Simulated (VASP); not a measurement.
Input of a VASP 6.6.1 run:

INCAR

```
  ALGO = Normal
  EDIFF = 1E-6
  ENCUT = 520
  ISIF = 2
  ISMEAR = -1
  LASPH = True
  LCHARG = True
  LELF = True
  LREAL = False
  LVHAR = True
  LWAVE = False
  NBANDS = 9
  NELM = 80
  PREC = Accurate
  SIGMA = 0.1
```

File KPOINTS:

```
k-points
0
Gamma
  19 19 19
```

Contents of POSCAR:

```
Te
1.0
    0.0000000000      2.4554879038      2.4554879038
    2.4554879038      0.0000000000      2.4554879038
    2.4554879038      2.4554879038      0.0000000000
Te
1
Direct
    0.0000000000      0.0000000000      0.0000000000
```

Potentials or basis: VASP PAW LDA potentials, release 64 (Te).

Command:

```bash
$ cat potpaw_LDA.64/Te/POTCAR > POTCAR
$ mpirun -np 1 vasp_std > vasp.out
```

Q: Predict the pressure.

A: -5.9 GPa.

Q: What does it give for the band gap on the k mesh?

A: Zero (bands 3 and 4 overlap by 4.58 eV).

Caveat: the cell stands under tension; spin-orbit coupling is left out, which moves the levels of the heavy elements.
